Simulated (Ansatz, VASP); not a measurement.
## One calculation of CdTe, two programs

```
CELL_PARAMETERS angstrom
0.00000 3.15067 3.15067
3.15067 0.00000 3.15067
3.15067 3.15067 0.00000
ATOMIC_POSITIONS crystal
Cd 0.00000 0.00000 0.00000
Te 0.25000 0.25000 0.25000
```

Alike in both runs: task single point; functional PBEsol; k mesh 6 × 6 × 6; no spin polarisation.

```csv
,VASP,Ansatz
version,VASP 6.6.1,Ansatz 0.2.0
potentials or method,"VASP PAW PBE potentials, release 64 (Cd, Te), cutoff 520 eV","plane waves, PAW"
occupations,"gaussian, width 0.01 eV",fixed
valence electrons in the cell,18,36
```

Ansatz gave:

| Property | Result |
| --- | --- |
| pressure (GPa) | 4.5 |

Which values does VASP return?

Pressure (GPa): 4.8.

VASP's potentials were made for PBE, not for PBEsol. VASP's potentials hold 18 valence electrons a cell and Ansatz's 36, so a difference there can come from the potentials and not from the codes.

Spin-orbit coupling is off throughout.
